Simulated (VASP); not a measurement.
Input of a VASP 6.6.1 run:

File INCAR:

```
PREC = Accurate
ENCUT = 700
EDIFF = 1E-6
ISMEAR = -1
SIGMA = 0.05
LREAL = F
LASPH = T
NELM = 120
ALGO = Normal
ISIF = 2
LWAVE = F
LCHARG = T
GGA = B5
ALDAX = 1.0
AGGAX = 1.0
AGGAC = 1.0
ALDAC = 0.0
LELF = T
LVHAR = T
NBANDS = 16
GGA_COMPAT = F
```

KPOINTS

```
regular mesh
0
Gamma
  10 10 10
```

Contents of POSCAR:

```
TaN
1.0
    0.0000000000      2.2113230000      2.2113230000
    2.2113230000      0.0000000000      2.2113230000
    2.2113230000      2.2113230000      0.0000000000
Ta N
1 1
Direct
    0.5000000000      0.5000000000      0.5000000000
    0.0000000000      0.0000000000      0.0000000000
```

Potentials or basis: VASP PAW PBE potentials, release 64 (Ta_sv_GW, N).

Run with:

```bash
$ cat potpaw_PBE.64/Ta_sv_GW/POTCAR potpaw_PBE.64/N/POTCAR > POTCAR
$ mpirun -np 1 vasp_std > vasp.out
```

(1) Estimate the band gap on the k mesh.

(2) What does it give for the pressure?

Answers

(1) zero (bands 9 and 10 overlap by 3.80 eV).

(2) 11.0 GPa.

Caveat: the cell stands under pressure; the PAW data sets were made with another functional, which shifts forces and pressure a little; spin-orbit coupling is left out, which moves the levels of the heavy elements.
